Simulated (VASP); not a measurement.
A run of VASP 6.6.1 is set up as follows.

The input INCAR:

```
  PREC = Accurate
  ENCUT = 520
  EDIFF = 1E-6
  ISMEAR = -1
  SIGMA = 0.3
  LREAL = F
  LASPH = T
  NELM = 60
  ALGO = Normal
  ISIF = 2
  LWAVE = F
  LCHARG = T
  GGA = PS
  LELF = T
  LVHAR = T
  NBANDS = 19
```

File KPOINTS:

```
regular mesh
0
Gamma
  10 10 5
```

POSCAR

```
TiTe2
1.0
    3.8510776303      0.0000000000      0.0000000000
   -1.9255388151      3.3351310597      0.0000000000
    0.0000000000      0.0000000000      6.6254441201
Ti Te
1 2
Direct
    0.0000000000      0.0000000000      0.0000000000
    0.6666666667      0.3333333333      0.2628000000
    0.3333333333      0.6666666667      0.7372000000
```

Potentials or basis: VASP PAW PBE potentials, release 64 (Ti_sv, Te).

The run is started by

```bash
$ cat potpaw_PBE.64/Ti_sv/POTCAR potpaw_PBE.64/Te/POTCAR > POTCAR
$ mpirun -np 1 vasp_std > vasp.out
```

(1) Predict the band gap on the k mesh.

(2) What does it give for the largest force?

Answers

(1) zero (bands 12 and 13 overlap by 0.56 eV).

(2) 0.468 eV/Å.

Caveat: the cell stands under tension; so wide a smearing shifts energies and pressures; the PAW data sets were made with another functional, which shifts forces and pressure a little; spin-orbit coupling is left out, which moves the levels of the heavy elements.
